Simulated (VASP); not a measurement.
Set up this calculation in VASP 6.6.1, as the native input.

```yaml
Task: relaxation of cell and atoms
Functional: PBE
Potentials_or_basis: VASP PAW PBE potentials, release 64 (Mo_sv)
Cutoff: 600 eV
k_mesh: 12 × 12 × 12
Occupations: fermi-dirac, width 0.03 eV
Spin: no spin polarisation
Dipole_correction: no
Further_INCAR_settings: ALGO = Normal; EDIFF = 1e-06; IBRION = 2; EDIFFG = -0.005; NSW = 100; ISIF = 3
```

The structure of Mo lies in POSCAR:

```
Mo
1.0
    2.7215349720      0.0000000000      0.0000000000
    0.0000000000      2.7215349720      0.0000000000
    0.0000000000      0.0000000000      2.7215349720
Mo
1
Direct
    0.0000000000      0.0000000000      0.0000000000
```

These files were run (other wordings do the same):

INCAR

```
SYSTEM = Mo
  PREC = Accurate
  ENCUT = 600
  EDIFF = 1E-6
  ISMEAR = -1
  SIGMA = 0.03
  LREAL = .FALSE.
  LASPH = .TRUE.
  NELM = 60
  ALGO = Normal
  ISIF = 3
  LWAVE = .FALSE.
  LCHARG = .FALSE.
  GGA = PE
  IBRION = 2
  NSW = 100
  EDIFFG = -0.005
```

KPOINTS

```
regular mesh
0
G
  12 12 12
  0 0 0
```

Potentials or basis: VASP PAW PBE potentials, release 64 (Mo_sv).

Launch:

```bash
$ cat potpaw_PBE.64/Mo_sv/POTCAR > POTCAR
$ mpirun -np 1 vasp_std > vasp.out
```

Results of the run:

```
Relaxed volume                         : 17.71 Å³/atom
Relaxed cell                           : a = 2.607 Å, b = 2.607 Å, c = 2.607 Å, α = 90.00°, β = 90.00°, γ = 90.00°
Space group after relaxing (to 0.05 Å) : Pm-3m (No. 221)
Energy gained by relaxing              : 163.1 meV/atom
Ionic steps                            : 7
Pressure after relaxing                : 0.0 GPa
Band gap on the k mesh                 : zero (band 7 reaches 11.92 eV, above the bottom of band 8 at 9.78 eV)
```

Run time: 43 s on 1 thread of Intel(R) Xeon(R) Platinum 8124M CPU @ 3.00GHz (Skylake/Cascade Lake) (shared host), peak memory 0.16 GiB.
